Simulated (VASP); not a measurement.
Bi: single point with LDA

Bi:

```
Bi
1.0
     2.24515    1.29624    3.83884
    -2.24515    1.29624    3.83884
     0.00000   -2.59248    3.83884
Bi
2
Direct
  0.23711 0.23711 0.23711
  0.76289 0.76289 0.76289
```

```yaml
Program: VASP 6.6.1
Task: single point
Functional: LDA
Potentials_or_basis: VASP PAW LDA potentials, release 64 (Bi_d)
Cutoff: 520 eV
k_mesh: 9 × 9 × 9
Occupations: methfessel-paxton, width 0.2 eV
Spin: no spin polarisation
```

```
Pressure               : 0.1 GPa
Largest force          : 0.007 eV/Å
Band gap on the k mesh : zero (band 15 reaches 6.64 eV, above the bottom of band 16 at 6.61 eV)
```

Forces on the atoms (eV/Å):
```
Bi   0.000  0.000  0.007
Bi   0.000  0.000 -0.007
```

Stress tensor (GPa, compression positive):
```
0.14 0.00 0.00
0.00 0.14 0.00
0.00 0.00 0.00
```

Levels at points of the mesh, in eV from the Fermi level:
| k point | band 11 | band 12 | band 13 | band 14 | band 15 | band 16 | band 17 | band 18 | band 19 | band 20 |
| --- | --- | --- | --- | --- | --- | --- | --- | --- | --- | --- |
| (0.00, 0.00, 0.00) | -13.36 | -7.29 | -1.54 | -1.29 | -1.29 | 2.80 | 3.10 | 3.10 | 5.57 | 5.73 |

Run time: 39 s on 1 thread of Intel(R) Xeon(R) 6975P-C (Granite Rapids), on a shared host, peak memory 0.23 GiB.

Caveat: spin-orbit coupling is left out, which moves the levels of the heavy elements.
